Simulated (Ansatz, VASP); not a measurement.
## One calculation of Ag, two programs

POSCAR

```
Ag
1.0
    0.0000000000      2.0788542500      2.0431000000
    2.0431000000      0.0000000000      2.0431000000
    2.0431000000      2.0788542500      0.0000000000
Ag
1
Direct
    0.0000000000      0.0000000000      0.0000000000
```

The input INCAR.step1:

```
  PREC = Accurate
  ENCUT = 520
  ISMEAR = 0
  SIGMA = 0.15
  LREAL = F
  LASPH = T
  NELM = 80
  NBANDS = 12
  GGA = PE
  ALGO = Normal
  EDIFF = 1E-4
  LWAVE = T
  LCHARG = F
```

Contents of INCAR.step2:

```
  PREC = Accurate
  ENCUT = 520
  EDIFF = 1E-7
  ISMEAR = 0
  SIGMA = 0.15
  LREAL = F
  LASPH = T
  NELM = 80
  ALGO = Normal
  ISIF = 2
  LWAVE = F
  LCHARG = F
  METAGGA = R2SCAN
  LMIXTAU = T
  NBANDS = 12
  ISTART = 1
```

KPOINTS

```
regular mesh
0
Gamma
  20 20 20
```

Input for Ansatz:

```yaml
crystal:
  lattice:
    - [0.0, 2.07885425, 2.0431]
    - [2.0431, 0.0, 2.0431]
    - [2.0431, 2.07885425, 0.0]
  atoms:
    - { symbol: Ag, position: [0.0, 0.0, 0.0] }
basis:
  ecutwfc: 500
kpoints:
  mp_grid: { grid: [20, 20, 20] }
hamiltonian:
  xc: r2scan
scf:
  occupations: { method: gaussian, width: 0.15 }
output:
  forces: true
  stress: true
  eigenvalues: true
```

Change from the starting cell: strain +0.0175 x Voigt [0, 1, 0, 0, 0, 0], atoms carried along.

Alike in both runs: task single point; functional r2SCAN; k mesh 20 × 20 × 20; occupations gaussian, width 0.15 eV; no spin polarisation.

|  | VASP | Ansatz |
| --- | --- | --- |
| version | VASP 6.6.1 | Ansatz 0.2.0 |
| potentials or method | VASP PAW PBE potentials, release 64 (Ag), cutoff 520 eV | scalar-relativistic, plane waves, PAW |
| valence electrons in the cell | 11 | 19 |

VASP gave:

* gap on the k mesh at the Fermi level (eV): none
* pressure (GPa): -0.3
* traceless stress, the component that is largest in VASP (GPa): -0.45

Which values does Ansatz return?

gap on the k mesh at the Fermi level (eV): none; pressure (GPa): -0.4; traceless stress, the component that is largest in VASP (GPa): -0.44.

VASP's potentials were made for PBE, not for r2SCAN. A gap of «none» marks a metal or a gap that the smearing closes. With one functional, cell and mesh, what is left measures potentials, basis and numerics. VASP's potentials hold 11 valence electrons a cell and Ansatz's 19, so a difference there can come from the potentials and not from the codes.
